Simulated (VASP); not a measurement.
PtSe2 (nod): single point with PBEsol

Crystal: PtSe2 (nod).

```
CELL_PARAMETERS angstrom
3.76025 0.00000 0.00000
-1.88012 3.25647 0.00000
0.00000 0.00000 4.86533
ATOMIC_POSITIONS crystal
Pt 0.00000 0.00000 0.00000
Se 0.66667 0.33333 0.73937
Se 0.33333 0.66667 0.26063
```

| Property | Result |
| --- | --- |
| Program | VASP 6.6.1 |
| Task | single point |
| Functional | PBEsol |
| Potentials or basis | VASP PAW PBE potentials, release 64 (Pt, Se) |
| Cutoff | 520 eV |
| k mesh | 15 × 15 × 10 |
| Occupations | gaussian, width 0.1 eV |
| Spin | no spin polarisation |
| Dipole correction | no |
| Further INCAR settings | ALGO = Normal; EDIFF = 1e-06; NBANDS = 18 |

```
Pressure               : 0.1 GPa
Largest force          : 0.014 eV/Å
Band gap on the k mesh : zero (band 11 reaches 7.30 eV, above the bottom of band 12 at 6.47 eV)
```

Forces in eV/Å, atoms in the order of the input:
```
Pt   0.000  0.000  0.000
Se   0.000  0.000 -0.014
Se   0.000  0.000  0.014
```

Levels at points of the mesh, in eV from the Fermi level:
```csv
k point,band 8,band 9,band 10,band 11,band 12,band 13,band 14,band 15
"(0.00, 0.00, 0.00)",-2.47,-1.02,-1.02,0.74,1.20,1.20,3.27,4.06
"(0.00, 0.00, 0.50)",-2.93,-1.68,-1.64,-1.64,2.35,2.35,4.86,6.43
```

Wall time 2.5 min on 1 thread of Intel(R) Xeon(R) Platinum 8259CL CPU @ 2.50GHz (Skylake/Cascade Lake) (shared host), peak memory 0.37 GiB.

Caveat: the PAW data sets were made with another functional, which shifts forces and pressure a little; spin-orbit coupling is left out, which moves the levels of the heavy elements.
